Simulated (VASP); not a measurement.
# Si (a cell with a defect) in VASP: single point with LDA

Aim: the single point of Si (a cell with a defect) with LDA.

Everything below comes from runs of VASP 6.6.1. Logs are shortened: lines on timing, memory, paths and dates and some standing lists are left out, and cuts for length are marked.

## (1) The cell of the first run

The cell holds a defect, 15 atoms: a = 7.640 Å, b = 7.640 Å, c = 7.640 Å, α = 60.00°, β = 60.00°, γ = 60.00°.

## (2) Single point, LDA

Contents of INCAR:

```
ALGO = Normal
EDIFF = 1E-7
ENCUT = 520
ISIF = 2
ISMEAR = 0
LASPH = T
LCHARG = F
LREAL = Auto
LWAVE = F
NBANDS = 43
NELM = 80
PREC = Accurate
SIGMA = 0.02
```

Contents of KPOINTS:

```
k-points
0
Gamma
  3 3 3
```

Contents of POSCAR:

```
Si
1.0
    0.0000000000      5.4019422852     -5.4019422852
    5.4019422852      5.4019422852      0.0000000000
    5.4019422852      0.0000000000     -5.4019422852
Si
15
Direct
   -0.0624999273      0.1874999670      0.1874999670
    0.1274513802      0.6220316365      0.1284852676
    0.6335076940      0.1312861120      0.1312861120
    0.6335077865      0.6039200954      0.1312860195
    0.1274513802      0.1284852676      0.6220316365
    0.1274513802      0.6220316365      0.6220316365
    0.6335077865      0.1312860195      0.6039200954
    0.6301842597      0.6232719311      0.6232719311
    0.2414922136      0.7710798783      0.2437140070
    0.2414923061      0.2437139145      0.2437139145
    0.7475486199      0.7529683372      0.2465147589
    0.2448157404      0.7517280425      0.7517280425
    0.2414923061      0.2437139145      0.7710797858
    0.7475486199      0.7529683372      0.7529683372
    0.7475486199      0.2465147589      0.7529683372
```

Potentials or basis: VASP PAW LDA potentials, release 64 (Si).

Command:

```sh
> cat potpaw_LDA.64/Si/POTCAR > POTCAR
> mpirun -np 1 vasp_std > vasp.out
```

OUTCAR:

```text
EDIFF = 1E-7
   ENCUT = 520
   ISIF = 2
   ISMEAR = 0
   LASPH = T
   LREAL = Auto
   NELM = 80
   PREC = Accurate

 ion  position               nearest neighbor table
   1  0.938  0.187  0.187-   9 2.82  10 2.82   4 2.82   7 2.82   3 2.82  13 2.82
   2  0.127  0.622  0.128-  12 2.35  10 2.36   9 2.36  11 2.37
   3  0.634  0.131  0.131-  11 2.36  15 2.36  10 2.46   1 2.82
   4  0.634  0.604  0.131-  14 2.36  11 2.36   9 2.46   1 2.82
   5  0.127  0.128  0.622-  12 2.35  10 2.36  13 2.36  15 2.37
   6  0.127  0.622  0.622-  12 2.35   9 2.36  13 2.36  14 2.37
   7  0.634  0.131  0.604-  14 2.36  15 2.36  13 2.46   1 2.82
   8  0.630  0.623  0.623-  11 2.35  15 2.35  14 2.35  12 2.40
   9  0.241  0.771  0.244-   6 2.36   2 2.36   4 2.46   1 2.82
  10  0.241  0.244  0.244-   2 2.36   5 2.36   3 2.46   1 2.82
  11  0.748  0.753  0.247-   8 2.35   3 2.36   4 2.36   2 2.37
  12  0.245  0.752  0.752-   6 2.35   5 2.35   2 2.35   8 2.40
  13  0.241  0.244  0.771-   6 2.36   5 2.36   7 2.46   1 2.82
  14  0.748  0.753  0.753-   8 2.35   7 2.36   4 2.36   6 2.37
  15  0.748  0.247  0.753-   8 2.35   3 2.36   7 2.36   5 2.37

  LATTYP: Found a face centered cubic cell.
 ALAT       =    10.8038845704

  Lattice vectors:

 A1 = (   0.0000000000,   5.4019422852,  -5.4019422852)
 A2 = (   5.4019422852,   5.4019422852,   0.0000000000)
 A3 = (   5.4019422852,   0.0000000000,  -5.4019422852)

Analysis of symmetry for initial positions (statically):
=====================================================================
 Subroutine PRICEL returns:
 Original cell was already a primitive cell.

 Routine SETGRP: Setting up the symmetry group for a
 face centered cubic supercell.

 Subroutine GETGRP returns: Found 12 space group operations
 (whereof  2 operations were pure point group operations)
 out of a pool of 48 trial point group operations.

The static configuration has the point symmetry C_1h.
 The point group associated with its full space group is D_3d.

Analysis of symmetry for dynamics (positions and initial velocities):
=====================================================================
 Subroutine PRICEL returns:
 Original cell was already a primitive cell.

 Routine SETGRP: Setting up the symmetry group for a
 face centered cubic supercell.

 Subroutine GETGRP returns: Found 12 space group operations
 (whereof  2 operations were pure point group operations)
 out of a pool of 48 trial point group operations.

The dynamic configuration has the point symmetry C_1h.
 The point group associated with its full space group is D_3d.

 Subroutine INISYM returns: Found 12 space group operations
 (whereof  2 operations are pure point group operations),
 and found     1 'primitive' translations

----------------------------------------------------------------------------------------

                                     Primitive cell

  volume of cell :     315.2679

  direct lattice vectors                    reciprocal lattice vectors
     0.000000000  5.401942285 -5.401942285    -0.092559301  0.092559301 -0.092559301
     5.401942285  5.401942285  0.000000000     0.092559301  0.092559301  0.092559301
     5.401942285  0.000000000 -5.401942285     0.092559301 -0.092559301 -0.092559301

  length of vectors
     7.639500043  7.639500043  7.639500043     0.160317411  0.160317411  0.160317411

  position of ions in fractional coordinates (direct lattice)
     0.937500073  0.187499967  0.187499967
     0.127451380  0.622031636  0.128485268
     0.633507694  0.131286112  0.131286112
     0.633507786  0.603920095  0.131286020
     0.127451380  0.128485268  0.622031636
     0.127451380  0.622031636  0.622031636
     0.633507786  0.131286020  0.603920095
     0.630184260  0.623271931  0.623271931
     0.241492214  0.771079878  0.243714007
     0.241492306  0.243713914  0.243713914
     0.747548620  0.752968337  0.246514759
     0.244815740  0.751728042  0.751728042
     0.241492306  0.243713914  0.771079786
     0.747548620  0.752968337  0.752968337
     0.747548620  0.246514759  0.752968337

  ion indices of the primitive-cell ions
   primitive index   ion index
                 1           1
                 2           2
                 3           3
                 4           4
                 5           5
                 6           6
                 7           7
                 8           8
                 9           9
                10          10
                11          11
                12          12
                13          13
                14          14
                15          15

----------------------------------------------------------------------------------------

 KPOINTS: k-points

Automatic generation of k-mesh.
 Grid dimensions read from file:
 generate k-points for:    3    3    3

 Generating k-lattice:

  Cartesian coordinates                     Fractional coordinates (reciprocal lattice)
    -0.030853100  0.030853100 -0.030853100     0.333333333  0.000000000  0.000000000
     0.030853100  0.030853100  0.030853100     0.000000000  0.333333333  0.000000000
     0.030853100 -0.030853100 -0.030853100     0.000000000  0.000000000  0.333333333

  Length of vectors
     0.053439137  0.053439137  0.053439137

  Shift w.r.t. Gamma in fractional coordinates (k-lattice)
     0.000000000  0.000000000  0.000000000

 Subroutine IBZKPT returns following result:
 ===========================================

 Found      6 irreducible k-points:

 Following reciprocal coordinates:
            Coordinates               Weight
  0.000000  0.000000  0.000000      1.000000
  0.333333  0.000000  0.000000      2.000000
  0.000000  0.333333  0.000000      6.000000
  0.333333  0.333333  0.000000      6.000000
 -0.333333  0.333333  0.000000      6.000000
  0.000000 -0.333333  0.333333      6.000000
   k-points           NKPTS =      6   k-points in BZ     NKDIM =      6   number of bands    NBANDS=     43
   number of dos      NEDOS =    301   number of ions     NIONS =     15
   total plane-waves  NPLWV = 216000
   dimension x,y,z NGX =    60 NGY =   60 NGZ =   60
   dimension x,y,z NGXF=   120 NGYF=  120 NGZF=  120
   ions per type =              15
   NGX,Y,Z   is equivalent  to a cutoff of  13.06, 13.06, 13.06 a.u.
   NGXF,Y,Z  is equivalent  to a cutoff of  26.11, 26.11, 26.11 a.u.
 SYSTEM =  unknown system
   PREC   = accura    normal or accurate (medium, high low for compatibility)
   ISTART =      0    job   : 0-new  1-cont  2-samecut
   ICHARG =      2    charge: 1-file 2-atom 10-const
   ISPIN  =      1    spin polarized calculation?
   LNONCOLLINEAR =      F non collinear calculations
   LSORBIT =      F    spin-orbit coupling
   LASPH  =      T    aspherical Exc in radial PAW
   ENCUT  =  520.0 eV  38.22 Ry    6.18 a.u.  14.20 14.20 14.20*2*pi/ulx,y,z
   NELM   =     80;   NELMIN=  2; NELMDL= -5     # of ELM steps
   EDIFF  = 0.1E-06   stopping-criterion for ELM
   LREAL  =      T    real-space projection
   EDIFFG = 0.1E-05   stopping-criterion for IOM
   NSW    =      0    number of steps for IOM
   IBRION =     -1    ionic relax: 0-MD 1-quasi-New 2-CG
   NFREE  =      0    steps in history (QN), initial steepest desc. (CG)
   ISIF   =      2    stress and relaxation
   ISYM   =      2    0-nonsym 1-usesym 2-fastsym
   POTIM  = 0.5000    time-step for ionic-motion
   TEBEG  =    0.0;   TEEND  =   0.0 temperature during run
   PSTRESS=    0.0 pullay stress
   NELECT =      60.0000    total number of electrons
   NUPDOWN=      -1.0000    fix difference up-down
   EMIN   =  10.00;   EMAX   =-10.00  energy-range for DOS
   EFERMI =   0.00;   METHOD = LEGACY
   ISMEAR =     0;   SIGMA  =   0.02  broadening in eV -4-tet -1-fermi 0-gaus
   EFERMI_NEDOS =   21; number of points for ismear=-14 and -15
   IALGO  =     38    algorithm
   IMIX   =      4    mixing-type and parameters
     AMIX     =   0.40;   BMIX     =  1.00
     AMIX_MAG =   1.60;   BMIX_MAG =  1.00
  volume/ion in A,a.u.               =      21.02       141.84
  Fermi-wavevector in a.u.,A,eV,Ry     =   0.941670  1.779498 12.064858  0.886742
  Thomas-Fermi vector in A             =   2.069204
   LORBIT       =      0    0 simple, 1 ext, 2 COOP (PROOUT), +10 PAW based schemes
   GGA     = CA    functional components
   LHFCALC =     F    Hartree Fock is set to
   AEXX    =    0.0000 exact exchange contribution
   IVDW    =     0    specifies the selected vdW correction
   LEPSILON=     F    determine dielectric tensor
   LRPA    =     F    only Hartree local field effects (RPA)
 non-spin polarized calculation
 Gauss-broadening in eV      SIGMA  =   0.02
  energy-cutoff  :      520.00
  volume of cell :      315.27
 maximum number of plane-waves:      8492
 NGX is ok and might be reduce to    60
   NGX = 29   NGY = 29   NGZ = 29

 number of electron      60.0000000 magnetization

 Free energy of the ion-electron system (eV)
  ---------------------------------------------------
  ext. energy  EPLUGINS =         0.00000000
  ---------------------------------------------------
  free energy    TOTEN  =       -85.51893206 eV

  energy without entropy =      -85.51888113  energy(sigma->0) =      -85.51890659

 E-fermi :   4.8530     XC(G=0):  -9.4941

 val. band max:        4.8152998662   @ k =   0.0000   0.0000   0.0000
 cond. band min:       4.8955911303   @ k =   0.0000   0.3333   0.0000
 fundamental gap:      0.0802912641
 Fermi energy:         4.8529744349

 k-point     1 :       0.0000    0.0000    0.0000
  band No.  band energies     occupation
      1      -6.3740      2.00000
      2      -4.1221      2.00000
      3      -4.1221      2.00000
      4      -3.9880      2.00000
      5      -3.5675      2.00000
      6      -2.3525      2.00000
[... 259 lines left out ...]
     41       9.0392      0.00000
     42       9.1432      0.00000
 [bands above 42 left out]

------------------------ aborting loop because EDIFF is reached ----------------------------------------

  FORCE on cell =-STRESS in cart. coord.  units (eV):
  Direction    XX          YY          ZZ          XY          YZ          ZX
  --------------------------------------------------------------------------------------
  -------------------------------------------------------------------------------------
  Total      -11.4727218    -11.4727218    -11.4727218      2.6353036      2.6353036     -2.6353036
  in kB      -58.3038494    -58.3038494    -58.3038494     13.3924927     13.3924927    -13.3924927
  external PRESSURE =     -58.3038494 kB  Pullay stress =       0.0000000 kB

 VOLUME and BASIS-vectors are now :
 -----------------------------------------------------------------------------
  energy-cutoff  :      520.00
  volume of cell :      315.27
      direct lattice vectors                 reciprocal lattice vectors
     0.000000000  5.401942285 -5.401942285    -0.092559301  0.092559301 -0.092559301
     5.401942285  5.401942285  0.000000000     0.092559301  0.092559301  0.092559301
     5.401942285  0.000000000 -5.401942285     0.092559301 -0.092559301 -0.092559301

 POSITION                                       TOTAL-FORCE (eV/Angst)
 -----------------------------------------------------------------------------------
      2.02573      6.07719     -6.07719        -0.000000      0.000000     -0.000000
      4.05425      4.04866     -1.38256        -0.004939      0.004939     -0.006698
      1.41840      4.13137     -4.13137        -0.007066      0.006047     -0.006047
      3.97154      6.68451     -4.13137        -0.006047      0.007066     -0.006047
      4.05425      1.38256     -4.04866        -0.004939      0.006698     -0.004939
      6.72036      4.04866     -4.04866        -0.006698      0.004939     -0.004939
      3.97154      4.13137     -6.68451        -0.006047      0.006047     -0.007066
      6.73376      6.77110     -6.77110        -0.006032      0.006032     -0.006032
      5.48186      5.46986     -2.62106         0.006047     -0.007066      0.006047
      2.63306      2.62106     -2.62106         0.007066     -0.006047      0.006047
      5.39915      8.10571     -5.36987         0.004939     -0.004939      0.006698
      8.12158      5.38327     -5.38327         0.006032     -0.006032      0.006032
      5.48186      2.62106     -5.46986         0.006047     -0.006047      0.007066
      8.13498      8.10571     -8.10571         0.006698     -0.004939      0.004939
      5.39915      5.36987     -8.10571         0.004939     -0.006698      0.004939
 -----------------------------------------------------------------------------------
    total drift:                               -0.000199     -0.000142      0.000102

  FREE ENERGIE OF THE ION-ELECTRON SYSTEM (eV)
  ---------------------------------------------------
  free  energy   TOTEN  =       -85.5189320611 eV

  energy  without entropy=      -85.5188811287  energy(sigma->0) =      -85.51890659
```

Wall time 80 s (1 thread of Intel Xeon 6975P-C (Granite Rapids), shared host); peak memory 0.35 GiB.

Results:

```yaml
Free_energy: -85.5189 eV
Pressure: -5.8 GPa
Largest_force: 0.011 eV/Å
Band_gap_on_the_k_mesh: zero (bands 30 and 31 overlap by 1.34 eV)
```

Forces in eV/Å, atoms in the order of the input:
```
Si   0.000  0.000  0.000
Si  -0.005  0.005 -0.007
Si  -0.007  0.006 -0.006
Si  -0.006  0.007 -0.006
Si  -0.005  0.007 -0.005
Si  -0.007  0.005 -0.005
Si  -0.006  0.006 -0.007
Si  -0.006  0.006 -0.006
Si   0.006 -0.007  0.006
Si   0.007 -0.006  0.006
Si   0.005 -0.005  0.007
Si   0.006 -0.006  0.006
Si   0.006 -0.006  0.007
Si   0.007 -0.005  0.005
Si   0.005 -0.007  0.005
```
